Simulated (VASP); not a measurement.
Runs of VASP 6.6.1 on BeTe. The structure is that of space group F-43m (No. 216), or close to it. The cells are those of the table. 

| task | cell | gap on the mesh (eV) | pressure (GPa) |
| --- | --- | --- | --- |
| single point | a = 3.830 Å, angles 60.0°, 2 atoms | 1.66 | 10.2 |
| relaxation of cell and atoms | relaxed to 20 GPa from a = 3.917 Å, angles 60.0°, 2 atoms | 1.38 | 19.9 |
| relaxation of cell and atoms | relaxed to 10 GPa from a = 3.917 Å, angles 60.0°, 2 atoms | 1.66 | 10.0 |
| relaxation of cell and atoms | relaxed to 5 GPa from a = 3.917 Å, angles 60.0°, 2 atoms | 1.83 | 5.0 |
| relaxation of cell and atoms | relaxed from a = 3.917 Å, angles 60.0°, 2 atoms | 2.02 | 0.0 |
| single point | a = 3.715 Å, angles 60.0°, 2 atoms | 1.37 | (b) |
| single point | a = 4.006 Å, angles 60.0°, 2 atoms | 2.01 | 0.1 |
| single point | a = 3.906 Å, angles 60.0°, 2 atoms | 1.82 | (a) |

Alike in all rows: level PBE; potentials or basis VASP PAW PBE potentials, release 64 (Be, Te); no spin polarisation; k mesh 6 × 6 × 6; cutoff (eV) 600; smearing gaussian 0.01 eV.

Problem. Fill in the values left out.

Solution. (a) 5.2; (b) 20.3.

Caveats: spin-orbit coupling is left out, which moves the levels of the heavy elements; the cell is relaxed towards a set pressure, so the enthalpy falls and the energy may rise (some runs).

A k mesh can miss the band edges, and the runs leave out spin-orbit coupling on Te.
